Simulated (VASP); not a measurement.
Al18W, 19 atoms in the cell. The cell holds a slab with vacuum, 19 atoms: a = 5.728 Å, b = 8.591 Å, c = 17.677 Å, α = 90.00°, β = 90.00°, γ = 60.00°. 

- Program: VASP 6.6.1
- Task: single point
- Functional: PBE
- Dispersion: D3(BJ)
- Potentials or basis: VASP PAW PBE potentials, release 64 (Al, W_sv)
- Cutoff: 520 eV
- k mesh: 4 × 3 × 1
- Occupations: gaussian, width 0.1 eV
- Spin: no spin polarisation
- Dipole correction: no
- Further INCAR settings: LREAL = Auto; ALGO = Normal; EDIFF = 1e-06; NBANDS = 49

Potentials or basis: VASP PAW PBE potentials, release 64 (Al, W_sv).

Run with:

```bash
$ cat potpaw_PBE.64/Al/POTCAR potpaw_PBE.64/W_sv/POTCAR > POTCAR
$ mpirun -np 1 vasp_std > vasp.out
```

Hardware: 1 thread of Intel(R) Xeon(R) 6975P-C (Granite Rapids), with other jobs on the host.

**Question.** How long does it take, and how much memory?

**Answer.** It took 5.7 min on 1 thread of Intel(R) Xeon(R) 6975P-C (Granite Rapids), with other jobs on the host, peak memory 0.85 GiB. Counts: scf iterations 24, k points 7.
